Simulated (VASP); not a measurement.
# HgTe (P6_3/mmc) in VASP: settings compared, part 3 of 3

VASP 6.6.1. Earlier steps stand in the parts before.

### Step 4. Single point, PBE

This run uses another cell than the first one, of 36.19 Å³/atom, 0.943 times its volume.

File INCAR:

```
PREC = Accurate
ENCUT = 520
EDIFF = 1E-6
ISMEAR = -1
SIGMA = 0.02
LREAL = False
LASPH = True
NELM = 60
ALGO = Normal
ISIF = 2
LWAVE = False
LCHARG = False
GGA = PE
NBANDS = 26
```

File KPOINTS:

```
Automatic mesh
0
Gamma
  6 6 4
```

File POSCAR:

```
HgTe
1.0
    4.8195131587      0.0000000000      0.0000000000
   -2.4097565794      4.1738208293      0.0000000000
    0.0000000000      0.0000000000      7.1962059349
Hg Te
2 2
Direct
    0.3333333333      0.6666666667      0.2500000000
    0.6666666667      0.3333333333      0.7500000000
    0.6666666667      0.3333333333      0.2500000000
    0.3333333333      0.6666666667      0.7500000000
```

Potentials or basis: VASP PAW PBE potentials, release 64 (Hg, Te).

Launch:

```
$ cat potpaw_PBE.64/Hg/POTCAR potpaw_PBE.64/Te/POTCAR > POTCAR
$ mpirun -np 1 vasp_std > vasp.out
```

OUTCAR:

```text
PREC = Accurate
   ENCUT = 520
   EDIFF = 1E-6
   ISMEAR = -1
   LREAL = False
   LASPH = True
   NELM = 60
   ISIF = 2
   GGA = PE

 ion  position               nearest neighbor table
   1  0.333  0.667  0.250-   3 2.78   3 2.78   3 2.78   4 3.60   4 3.60
   2  0.667  0.333  0.750-   4 2.78   4 2.78   4 2.78   3 3.60   3 3.60
   3  0.667  0.333  0.250-   1 2.78   1 2.78   1 2.78   2 3.60   2 3.60
   4  0.333  0.667  0.750-   2 2.78   2 2.78   2 2.78   1 3.60   1 3.60

  LATTYP: Found a hexagonal cell.
 ALAT       =     4.8195131587
 C/A-ratio  =     1.4931395969

  Lattice vectors:

 A1 = (   4.8195131587,   0.0000000000,   0.0000000000)
 A2 = (  -2.4097565794,   4.1738208293,   0.0000000000)
 A3 = (   0.0000000000,   0.0000000000,   7.1962059349)

Analysis of symmetry for initial positions (statically):
=====================================================================
 Subroutine PRICEL returns:
 Original cell was already a primitive cell.

 Routine SETGRP: Setting up the symmetry group for a
 hexagonal supercell.

 Subroutine GETGRP returns: Found 24 space group operations
 (whereof 12 operations were pure point group operations)
 out of a pool of 24 trial point group operations.

The static configuration has the point symmetry D_3d.
 The point group associated with its full space group is D_6h.

Analysis of symmetry for dynamics (positions and initial velocities):
=====================================================================
 Subroutine PRICEL returns:
 Original cell was already a primitive cell.

 Routine SETGRP: Setting up the symmetry group for a
 hexagonal supercell.

 Subroutine GETGRP returns: Found 24 space group operations
 (whereof 12 operations were pure point group operations)
 out of a pool of 24 trial point group operations.

The dynamic configuration has the point symmetry D_3d.
 The point group associated with its full space group is D_6h.

 Subroutine INISYM returns: Found 24 space group operations
 (whereof 12 operations are pure point group operations),
 and found     1 'primitive' translations

----------------------------------------------------------------------------------------

                                     Primitive cell

  volume of cell :     144.7573

  direct lattice vectors                    reciprocal lattice vectors
     4.819513159  0.000000000  0.000000000     0.207489837  0.119794313  0.000000000
    -2.409756579  4.173820829  0.000000000     0.000000000  0.239588627  0.000000000
     0.000000000  0.000000000  7.196205935     0.000000000  0.000000000  0.138962115

  length of vectors
     4.819513159  4.819513159  7.196205935     0.239588627  0.239588627  0.138962115

  position of ions in fractional coordinates (direct lattice)
     0.333333333  0.666666667  0.250000000
     0.666666667  0.333333333  0.750000000
     0.666666667  0.333333333  0.250000000
     0.333333333  0.666666667  0.750000000

  ion indices of the primitive-cell ions
   primitive index   ion index
                 1           1
                 2           2
                 3           3
                 4           4

----------------------------------------------------------------------------------------

 KPOINTS: Automatic mesh

Automatic generation of k-mesh.
 Grid dimensions read from file:
 generate k-points for:    6    6    4

 Generating k-lattice:

  Cartesian coordinates                     Fractional coordinates (reciprocal lattice)
     0.034581640  0.019965719  0.000000000     0.166666667 -0.000000000  0.000000000
     0.000000000  0.039931438  0.000000000     0.000000000  0.166666667  0.000000000
     0.000000000  0.000000000  0.034740529     0.000000000  0.000000000  0.250000000

  Length of vectors
     0.039931438  0.039931438  0.034740529

  Shift w.r.t. Gamma in fractional coordinates (k-lattice)
     0.000000000  0.000000000  0.000000000

 Subroutine IBZKPT returns following result:
 ===========================================

 Found     21 irreducible k-points:

 Following reciprocal coordinates:
            Coordinates               Weight
  0.000000  0.000000  0.000000      1.000000
  0.166667  0.000000  0.000000      6.000000
  0.333333  0.000000  0.000000      6.000000
  0.500000  0.000000  0.000000      3.000000
  0.166667  0.166667  0.000000      6.000000
  0.333333  0.166667  0.000000     12.000000
[... 13 lines left out ...]
  0.333333  0.166667  0.500000     12.000000
  0.333333  0.333333  0.500000      2.000000
   k-points           NKPTS =     21   k-points in BZ     NKDIM =     21   number of bands    NBANDS=     26
   number of dos      NEDOS =    301   number of ions     NIONS =      4
   total plane-waves  NPLWV =  69984
   dimension x,y,z NGX =    36 NGY =   36 NGZ =   54
   dimension x,y,z NGXF=    72 NGYF=   72 NGZF=  108
   ions per type =               2   2
   NGX,Y,Z   is equivalent  to a cutoff of  12.42, 12.42, 12.48 a.u.
   NGXF,Y,Z  is equivalent  to a cutoff of  24.84, 24.84, 24.95 a.u.
 SYSTEM =  unknown system
   PREC   = accura    normal or accurate (medium, high low for compatibility)
   ISTART =      0    job   : 0-new  1-cont  2-samecut
   ICHARG =      2    charge: 1-file 2-atom 10-const
   ISPIN  =      1    spin polarized calculation?
   LNONCOLLINEAR =      F non collinear calculations
   LSORBIT =      F    spin-orbit coupling
   LASPH  =      T    aspherical Exc in radial PAW
   ENCUT  =  520.0 eV  38.22 Ry    6.18 a.u.   8.96  8.96 13.38*2*pi/ulx,y,z
   NELM   =     60;   NELMIN=  2; NELMDL= -5     # of ELM steps
   EDIFF  = 0.1E-05   stopping-criterion for ELM
   LREAL  =      F    real-space projection
   EDIFFG = 0.1E-04   stopping-criterion for IOM
   NSW    =      0    number of steps for IOM
   IBRION =     -1    ionic relax: 0-MD 1-quasi-New 2-CG
   NFREE  =      0    steps in history (QN), initial steepest desc. (CG)
   ISIF   =      2    stress and relaxation
   ISYM   =      2    0-nonsym 1-usesym 2-fastsym
   POTIM  = 0.5000    time-step for ionic-motion
   TEBEG  =    0.0;   TEEND  =   0.0 temperature during run
   PSTRESS=    0.0 pullay stress
   NELECT =      36.0000    total number of electrons
   NUPDOWN=      -1.0000    fix difference up-down
   EMIN   =  10.00;   EMAX   =-10.00  energy-range for DOS
   EFERMI =   0.00;   METHOD = LEGACY
   ISMEAR =    -1;   SIGMA  =   0.02  broadening in eV -4-tet -1-fermi 0-gaus
   EFERMI_NEDOS =   21; number of points for ismear=-14 and -15
   IALGO  =     38    algorithm
   IMIX   =      4    mixing-type and parameters
     AMIX     =   0.40;   BMIX     =  1.00
     AMIX_MAG =   1.60;   BMIX_MAG =  1.00
  volume/ion in A,a.u.               =      36.19       244.22
  Fermi-wavevector in a.u.,A,eV,Ry     =   1.029506  1.945484 14.420574  1.059882
  Thomas-Fermi vector in A             =   2.163557
   LORBIT       =      0    0 simple, 1 ext, 2 COOP (PROOUT), +10 PAW based schemes
   GGA     = PE    functional components
   LHFCALC =     F    Hartree Fock is set to
   AEXX    =    0.0000 exact exchange contribution
   IVDW    =     0    specifies the selected vdW correction
   LEPSILON=     F    determine dielectric tensor
   LRPA    =     F    only Hartree local field effects (RPA)
 non-spin polarized calculation
  energy-cutoff  :      520.00
  volume of cell :      144.76
 maximum number of plane-waves:      3921
 NGX is ok and might be reduce to    36
   NGX = 17   NGY = 17   NGZ = 27

 number of electron      36.0000002 magnetization

 Free energy of the ion-electron system (eV)
  ---------------------------------------------------
  ext. energy  EPLUGINS =         0.00000000
  ---------------------------------------------------
  free energy    TOTEN  =        -6.70447137 eV

  energy without entropy =       -6.70201244  energy(sigma->0) =       -6.70324191

 E-fermi :   2.1597     XC(G=0):  -8.4340

 val. band max:        2.1301265066   @ k =   0.0000   0.0000   0.0000
 cond. band min:       2.1707865848   @ k =   0.1667   0.0000   0.0000
 fundamental gap:      0.0406600783
 Fermi energy:         2.1596768066

 k-point     1 :       0.0000    0.0000    0.0000
  band No.  band energies     occupation
      1      -9.1567      2.00000
      2      -8.7076      2.00000
      3      -4.8854      2.00000
      4      -4.8854      2.00000
      5      -4.8752      2.00000
      6      -4.8752      2.00000
[... 598 lines left out ...]
     25       8.3905      0.00000
     26       8.3905      0.00000

------------------------ aborting loop because EDIFF is reached ----------------------------------------

  FORCE on cell =-STRESS in cart. coord.  units (eV):
  Direction    XX          YY          ZZ          XY          YZ          ZX
  --------------------------------------------------------------------------------------
  -------------------------------------------------------------------------------------
  Total        1.5570963      1.5570963      0.5133082     -0.0000000     -0.0000000      0.0000000
  in kB       17.2339769     17.2339769      5.6813063     -0.0000000     -0.0000000      0.0000000
  external PRESSURE =      13.3830867 kB  Pullay stress =       0.0000000 kB

 VOLUME and BASIS-vectors are now :
 -----------------------------------------------------------------------------
  energy-cutoff  :      520.00
  volume of cell :      144.76
      direct lattice vectors                 reciprocal lattice vectors
     4.819513159  0.000000000  0.000000000     0.207489837  0.119794313  0.000000000
    -2.409756579  4.173820829  0.000000000     0.000000000  0.239588627  0.000000000
     0.000000000  0.000000000  7.196205935     0.000000000  0.000000000  0.138962115

 POSITION                                       TOTAL-FORCE (eV/Angst)
 -----------------------------------------------------------------------------------
     -0.00000      2.78255      1.79905         0.000000     -0.000000      0.000000
      2.40976      1.39127      5.39715        -0.000000      0.000000      0.000000
      2.40976      1.39127      1.79905        -0.000000      0.000000      0.000000
     -0.00000      2.78255      5.39715         0.000000     -0.000000      0.000000
 -----------------------------------------------------------------------------------
    total drift:                               -0.000000     -0.000000     -0.000000

  FREE ENERGIE OF THE ION-ELECTRON SYSTEM (eV)
  ---------------------------------------------------
  free  energy   TOTEN  =        -6.7044713712 eV

  energy  without entropy=       -6.7020124425  energy(sigma->0) =       -6.70324191
```

OSZICAR:

```text
N       E                     dE             d eps       ncg     rms          rms(c)
DAV:   1     0.230566083863E+03    0.23057E+03   -0.15456E+04  1092   0.119E+03
DAV:   2     0.449292643830E+01   -0.22607E+03   -0.21679E+03  1204   0.274E+02
DAV:   3    -0.712257022556E+01   -0.11615E+02   -0.11532E+02  1292   0.623E+01
DAV:   4    -0.727972630703E+01   -0.15716E+00   -0.15697E+00  1396   0.636E+00
DAV:   5    -0.728126992569E+01   -0.15436E-02   -0.15436E-02  1260   0.684E-01    0.917E+00
DAV:   6    -0.672939400937E+01    0.55188E+00   -0.11859E+00  1152   0.108E+01    0.764E+00
DAV:   7    -0.670710641778E+01    0.22288E-01   -0.36054E-01  1126   0.300E+00    0.311E+00
DAV:   8    -0.670431073060E+01    0.27957E-02   -0.39013E-02  1150   0.186E+00    0.806E-01
DAV:   9    -0.670443754666E+01   -0.12682E-03   -0.52045E-03  1172   0.681E-01    0.186E-01
DAV:  10    -0.670440807692E+01    0.29470E-04   -0.50910E-04  1136   0.213E-01    0.859E-02
DAV:  11    -0.670447981928E+01   -0.71742E-04   -0.32384E-04  1250   0.112E-01    0.472E-02
DAV:  12    -0.670447149029E+01    0.83290E-05   -0.43180E-05  1216   0.470E-02    0.422E-02
DAV:  13    -0.670447358697E+01   -0.20967E-05   -0.22021E-06  1068   0.133E-02    0.300E-02
DAV:  14    -0.670447118304E+01    0.24039E-05   -0.65485E-06  1124   0.212E-02    0.494E-03
DAV:  15    -0.670447137118E+01   -0.18814E-06   -0.97969E-07   798   0.486E-03
   1 F= -.67044714E+01 E0= -.67032419E+01  d E =-.245893E-02
```

Run time: 47 s. Hardware: 1 thread of Intel Xeon 6975P-C (Granite Rapids), shared host; peak memory 0.28 GiB.

What came out:

- Free energy: -6.7045 eV
- Pressure: 1.3 GPa
- Band gap on the k mesh: zero (band 18 reaches 2.17 eV, above the bottom of band 19 at 2.04 eV)

Caveat: spin-orbit coupling is left out, which moves the levels of the heavy elements.

### Step 5. Single point, PBE (volume changed by -3%)

File INCAR:

```
PREC = Accurate ; ENCUT = 520
EDIFF = 1E-6 ; ISMEAR = -1
SIGMA = 0.02 ; LREAL = False
LASPH = True ; NELM = 60
ALGO = Normal ; ISIF = 2
LWAVE = False ; LCHARG = False
GGA = PE ; NBANDS = 26
```

KPOINTS is that of step 4.

File POSCAR:

```
HgTe
1.0
    4.8275684715      0.0000000000      0.0000000000
   -2.4137842358      4.1807969349      0.0000000000
    0.0000000000      0.0000000000      7.2242756689
Hg Te
2 2
Direct
    0.3333333333      0.6666666667      0.2500000000
    0.6666666667      0.3333333333      0.7500000000
    0.6666666667      0.3333333333      0.2500000000
    0.3333333333      0.6666666667      0.7500000000
```

Launch:

```
$ cat potpaw_PBE.64/Hg/POTCAR potpaw_PBE.64/Te/POTCAR > POTCAR
$ mpirun -np 1 vasp_std > vasp.out
```

Run time: 46 s. Hardware: 1 thread of Intel Xeon 6975P-C (Granite Rapids), shared host; peak memory 0.28 GiB.

Results (log left out):

* Free energy: -6.7113 eV
* Pressure: 1.1 GPa
* Band gap on the k mesh: zero (band 18 reaches 2.11 eV, above the bottom of band 19 at 1.97 eV)

Stress tensor (GPa, compression positive):
```
1.45 0.00 0.00
0.00 1.45 0.00
0.00 0.00 0.45
```

Levels at points of the mesh, in eV from the Fermi level:
```
           k point  band 15  band 16  band 17  band 18  band 19  band 20  band 21  band 22
(0.00, 0.00, 0.00)    -0.72    -0.66    -0.66    -0.04    -0.04     0.07     4.40     4.40
(0.50, 0.00, 0.00)    -2.04    -1.70    -1.29    -0.62     1.13     2.15     4.40     6.00
(0.00, 0.00, 0.50)    -0.35    -0.35    -0.35    -0.35    -0.08    -0.08     4.70     4.70
(0.50, 0.00, 0.50)    -1.68    -1.68    -0.33    -0.33     1.79     1.79     3.35     3.35
```

Caveat: the cell differs from its parent crystal (volume changed by -3%); spin-orbit coupling is left out, which moves the levels of the heavy elements.

### Step 6. Summary

```tsv
level	cell	gap on the mesh (eV)	pressure (GPa)
r2SCAN	a = 4.914, b = 4.914, c = 7.337 Å, angles 90.0, 90.0, 120.0°, 4 atoms	none	-1.8
PBE	a = 4.777, b = 4.777, c = 7.149 Å, angles 90.0, 90.0, 120.0°, 4 atoms	none	2.4
PBE	a = 4.820, b = 4.820, c = 7.196 Å, angles 90.0, 90.0, 120.0°, 4 atoms	none	1.3
PBE	a = 4.828, b = 4.828, c = 7.224 Å, angles 90.0, 90.0, 120.0°, 4 atoms	none	1.1
```

Alike in all rows: task single point; potentials or basis VASP PAW PBE potentials, release 64 (Hg, Te); no spin polarisation; k mesh 6 × 6 × 4; cutoff (eV) 520; smearing fermi-dirac 0.02 eV.

Caveats: spin-orbit coupling is left out, which moves the levels of the heavy elements; the PAW data sets were made with another functional, which shifts forces and pressure a little (some runs).

Total energies depend on the potentials used, so only differences within one code and one set of settings carry meaning.
